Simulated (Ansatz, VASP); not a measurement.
## CdS in VASP and in Ansatz

The input INCAR:

```
PREC = Accurate ; ENCUT = 540
EDIFF = 1E-7 ; ISMEAR = -1
SIGMA = 0.05 ; LREAL = False
LASPH = True ; NELM = 120
ALGO = Normal ; ISIF = 3
LWAVE = False ; LCHARG = False
IBRION = 2 ; NSW = 60
EDIFFG = -0.01 ; GGA_COMPAT = False
NELMIN = 4
```

File KPOINTS:

```
Automatic mesh
0
Gamma
  8 8 8
```

File POSCAR:

```
CdS
1.0
    0.0000000000      2.7532440000      2.7532440000
    2.7532440000      0.0000000000      2.7532440000
    2.7532440000      2.7532440000      0.0000000000
Cd S
1 1
Direct
    0.0000000000      0.0000000000      0.0000000000
    0.5000000000      0.5000000000      0.5000000000
```

The input input.yaml:

```yaml
crystal:
  lattice:
    - [0.0, 2.753244, 2.753244]
    - [2.753244, 0.0, 2.753244]
    - [2.753244, 2.753244, 0.0]
  atoms:
    - { symbol: Cd, position: [0.0, 0.0, 0.0] }
    - { symbol: S, position: [0.5, 0.5, 0.5] }
hamiltonian:
  xc: lda
  pseudopotentials: { kind: paw }
kpoints:
  mp_grid: { grid: [8, 8, 8] }
scf:
  occupations: { method: fermi_dirac, width: 0.05 }
output:
  forces: true
  stress: true
  eigenvalues: true
relax:
  f_tol: 0.01
  max_steps: 40
  cell: { stress_tol: 0.05 }
```

Alike in both runs: task relaxation of cell and atoms; functional LDA; k mesh 8 × 8 × 8; occupations fermi-dirac, width 0.05 eV; no spin polarisation.

|  | VASP | Ansatz |
| --- | --- | --- |
| version | VASP 6.6.1 | Ansatz 0.2.0 |
| potentials or method | VASP PAW LDA potentials, release 64 (Cd_sv_GW, S) | Ansatz PAW |
| plane-wave cutoff (eV) | 540 | 420 |
| valence electrons in the cell | 26 | 26 |

|  | VASP | Ansatz | Ansatz less VASP |
| --- | --- | --- | --- |
| gap on the k mesh at the Fermi level, each at its own relaxed structure (eV) | none | none | - |
| relaxed volume (Å³/atom) | 18.91 | 19.03 | +0.117 |
| relaxed cell length with the largest relative difference (Å) | 3.768 | 3.776 | +0.0078 |

LDA's correlation is that of Perdew and Zunger in VASP and of Perdew and Wang (1992) in Ansatz. A gap of «none» marks a metal or a gap that the smearing closes.

Noted on Ansatz's run: the plane-wave basis is chosen anew once the cell has moved, so the energies of steps on either side of that aren't comparable.
